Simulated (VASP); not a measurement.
TaN: single point with LDA

Crystal: TaN.

```
Ta N
1.0
     2.97666    0.00000    0.00000
    -1.48833    2.57787    0.00000
     0.00000    0.00000    2.92094
Ta N
1 1
Direct
  0.00000 0.00000 0.50000
  0.66667 0.33333 0.00000
```

* Program: VASP 6.6.1
* Task: single point
* Functional: LDA
* Potentials or basis: VASP PAW LDA potentials, release 64 (Ta_pv, N)
* Cutoff: 520 eV
* k mesh: 10 × 10 × 9
* Occupations: fermi-dirac, width 0.05 eV
* Spin: no spin polarisation

```
Pressure               : -22.0 GPa
Band gap on the k mesh : zero (band 8 reaches 7.88 eV, above the bottom of band 9 at 7.61 eV)
```

Stress tensor (GPa, compression positive):
```
-21.01   0.00   0.00
  0.00 -21.01   0.00
  0.00   0.00 -23.86
```

Levels at points of the mesh, in eV from the Fermi level:
```csv
k point,band 5,band 6,band 7,band 8,band 9,band 10,band 11,band 12
"(0.00, 0.00, 0.00)",-4.40,-4.40,-4.05,-2.86,2.04,3.37,3.37,3.68
"(0.50, 0.00, 0.00)",-8.05,-5.02,-3.35,-3.09,2.75,3.77,4.93,4.95
```

Wall time 9 s on 1 thread of Intel(R) Xeon(R) Platinum 8375C CPU @ 2.90GHz (Ice Lake), on a shared host, peak memory 0.14 GiB.

Caveat: spin-orbit coupling is left out, which moves the levels of the heavy elements.
